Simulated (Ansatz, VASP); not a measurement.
# One calculation of ZnS, two programs

POSCAR

```
ZnS
1.0
    3.8109987816      0.0000000000      0.0000000000
   -1.9054993908      3.3004217586      0.0000000000
    0.0000000000      0.0000000000      6.2340000000
Zn S
2 2
Direct
    0.2016330072      0.5702553366     -0.0721847931
    0.6666666667      0.3333333333      0.5000000000
    0.3333333333      0.6666666667      0.3850000000
    0.6666666667      0.3333333333      0.8850000000
```

The input INCAR.step1:

```
PREC = Accurate
ENCUT = 520
ISMEAR = 0
SIGMA = 0.05
LREAL = F
LASPH = T
NELM = 100
NBANDS = 26
GGA = PE
ALGO = Normal
EDIFF = 1E-4
LWAVE = T
LCHARG = F
```

INCAR.step2

```
PREC = Accurate
ENCUT = 520
EDIFF = 1E-7
ISMEAR = 0
SIGMA = 0.05
LREAL = F
LASPH = T
NELM = 100
ALGO = Normal
ISIF = 2
LWAVE = F
LCHARG = T
METAGGA = R2SCAN
LMIXTAU = T
LELF = T
LVHAR = T
NBANDS = 26
ISTART = 1
```

KPOINTS

```
Automatic mesh
0
Gamma
  6 6 4
```

Input for Ansatz:

```yaml
crystal:
  lattice:
    - [3.8109987816, 0.0, 0.0]
    - [-1.9054993908, 3.3004217586, 0.0]
    - [0.0, 0.0, 6.234]
  atoms:
    - { symbol: Zn, position: [0.2016330072, 0.5702553366, -0.0721847931] }
    - { symbol: Zn, position: [0.6666666667, 0.3333333333, 0.5] }
    - { symbol: S, position: [0.3333333333, 0.6666666667, 0.385] }
    - { symbol: S, position: [0.6666666667, 0.3333333333, 0.885] }
basis:
  ecutwfc: 500
kpoints:
  mp_grid: { grid: [6, 6, 4] }
hamiltonian:
  xc: r2scan
scf:
  occupations: { method: gaussian, width: 0.05 }
output:
  forces: true
  stress: true
  eigenvalues: true
```

Alike in both runs: task single point; functional r2SCAN; k mesh 6 × 6 × 4; occupations gaussian, width 0.05 eV; no spin polarisation.

|  | VASP | Ansatz |
| --- | --- | --- |
| version | VASP 6.6.1 | Ansatz 0.2.0 |
| potentials or method | VASP PAW PBE potentials, release 64 (Zn, S), cutoff 520 eV | scalar-relativistic, plane waves, PAW |
| valence electrons in the cell | 36 | 36 |

```csv
,VASP,Ansatz,Ansatz less VASP
gap on the k mesh at the Fermi level (eV),2.26,2.26,-0.004
least direct gap on the mesh (eV),2.26,2.26,-0.004
pressure (GPa),12.1,11.7,-0.36
"traceless stress, the component that is largest in VASP (GPa)",18.00,17.60,-0.400
rms of the force components (eV/Å),4.830,4.735,-0.0954
```

VASP's potentials were made for PBE, not for r2SCAN. Atom by atom the forces differ by 0.096 eV/Å (rms over components).
